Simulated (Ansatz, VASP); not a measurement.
## Ti2VC3 in VASP and in Ansatz

INCAR

```
SYSTEM = Ti2VC3
PREC = Accurate
ENCUT = 520
EDIFF = 1E-6
ISMEAR = -1
SIGMA = 0.05
LREAL = .FALSE.
LASPH = .TRUE.
NELM = 100
ALGO = Normal
ISIF = 2
LWAVE = .FALSE.
LCHARG = .TRUE.
LDIPOL = .TRUE.
IDIPOL = 3
DIPOL = 0.5 0.5 0.500
GGA = PE
LELF = .TRUE.
LVHAR = .TRUE.
LVACPOTAV = .TRUE.
NBANDS = 34
```

Contents of KPOINTS:

```
regular mesh
0
G
  13 13 1
  0 0 0
```

Contents of POSCAR:

```
Ti2VC3
1.0
    3.0637012665      0.0000000000      0.0000000000
    0.0000000000      3.0637012665      0.0000000000
    0.0000000000      0.0000000000     20.3327000000
V C Ti
1 3 2
Direct
    0.2500000000      0.2500000000      0.3973128661
    0.7500000000      0.7500000000      0.3923184609
    0.2500000000      0.2500000000      0.5000000003
    0.7500000000      0.7500000000      0.6076815387
    0.7500000000      0.7500000000      0.5000000003
    0.2500000000      0.2500000000      0.6026871337
```

Input for Ansatz:

```yaml
crystal:
  lattice:
    - [3.0637012665, 0.0, 0.0]
    - [0.0, 3.0637012665, 0.0]
    - [0.0, 0.0, 20.3327]
  atoms:
    - { symbol: V, position: [0.25, 0.25, 0.3973128661] }
    - { symbol: C, position: [0.75, 0.75, 0.3923184609] }
    - { symbol: Ti, position: [0.75, 0.75, 0.5000000003] }
    - { symbol: C, position: [0.25, 0.25, 0.5000000003] }
    - { symbol: Ti, position: [0.25, 0.25, 0.6026871337] }
    - { symbol: C, position: [0.75, 0.75, 0.6076815387] }
kpoints:
  mp_grid: { grid: [13, 13, 1] }
scf:
  occupations: { method: fermi_dirac, width: 0.05 }
hamiltonian:
  xc: pbe
  pseudopotentials: { kind: all_electron, lapw: { basis_error: 0.001 } }
output:
  forces: true
  stress: true
  eigenvalues: true
efield:
  axis: 3
  amplitude: 0
  dipole_correction: true
```

Alike in both runs: task single point; functional PBE; k mesh 13 × 13 × 1; occupations fermi-dirac, width 0.05 eV; no spin polarisation.

|  | VASP | Ansatz |
| --- | --- | --- |
| version | VASP 6.6.1 | Ansatz 0.2.0 |
| potentials or method | VASP PAW PBE potentials, release 64 (V_sv, C, Ti_sv), cutoff 520 eV | all-electron LAPW, scalar-relativistic |

VASP gave:

* rms of the force components (eV/Å): 0.501

Question: Which values does Ansatz return?

Answer: rms of the force components (eV/Å): 0.507.

Ansatz ran all-electron here, and VASP with PAW potentials.
